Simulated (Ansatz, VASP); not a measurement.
## Two plane-wave programs on Mn

File INCAR:

```
ALGO = Normal
EDIFF = 1E-7
ENCUT = 520
GGA = PS
ISIF = 2
ISMEAR = -1
ISPIN = 2
LASPH = T
LCHARG = F
LMAXMIX = 4
LORBIT = 11
LREAL = F
LWAVE = F
MAGMOM = 1.918 -1.918
NBANDS = 24
NELM = 150
PREC = Accurate
SIGMA = 0.05
```

The input KPOINTS:

```
k-points
0
Gamma
  13 13 13
```

File POSCAR:

```
Mn
1.0
    0.0000000000      2.3161578407      2.3161578407
    2.3161578407      0.0000000000      2.3161578407
    2.3161578407      2.3161578407      0.0000000000
Mn
2
Direct
    0.0000000000      0.0000000000      0.0000000000
    0.5000000000      0.5000000000      0.5000000000
```

Input for Ansatz:

```yaml
crystal:
  lattice:
    - [0.0, 2.3161578407, 2.3161578407]
    - [2.3161578407, 0.0, 2.3161578407]
    - [2.3161578407, 2.3161578407, 0.0]
  atoms:
    - { symbol: Mn, position: [0.0, 0.0, 0.0], spin: 1.918 }
    - { symbol: Mn, position: [0.5, 0.5, 0.5], spin: -1.918 }
hamiltonian:
  xc: pbesol
  pseudopotentials:
    kind: paw
    azcp:
      Mn: "pseudopotentials/Mn.paw.azcp"
basis:
  ecutwfc: 420
  fft_grid_basis: typed
kpoints:
  mp_grid: { grid: [13, 13, 13], shift: [0, 0, 0] }
magnetization:
  spin_polarized: true
scf:
  occupations: { method: fermi_dirac, width: 0.05 }
  lower_state_search: "off"
output:
  stress: true
```

Alike in both runs: task single point; functional PBEsol; k mesh 13 × 13 × 13; occupations fermi-dirac, width 0.05 eV; collinear spin.

```csv
,VASP,Ansatz
version,VASP 6.6.1,Ansatz 0.2.0
potentials or method,"VASP PAW PBE potentials, release 64 (Mn_pv), cutoff 520 eV","plane waves (420 eV) with PAW, scalar-relativistic"
valence electrons in the cell,26,30
```

|  | VASP | Ansatz | Ansatz less VASP |
| --- | --- | --- | --- |
| pressure (GPa) | 0.5 | 0.2 | -0.28 |
| net moment per atom (μB) | 0.00 | 0.00 | 0.000 |
| size of the moment on the site where the two differ most (μB) | 2.05 | 1.93 | -0.123 |

VASP's potentials were made for PBE, not for PBEsol, and Ansatz warns of the same on its side. Site moments also hang on the region over which each program counts them. VASP's potentials hold 26 valence electrons a cell and Ansatz's 30, so a difference there can come from the potentials and not from the codes.
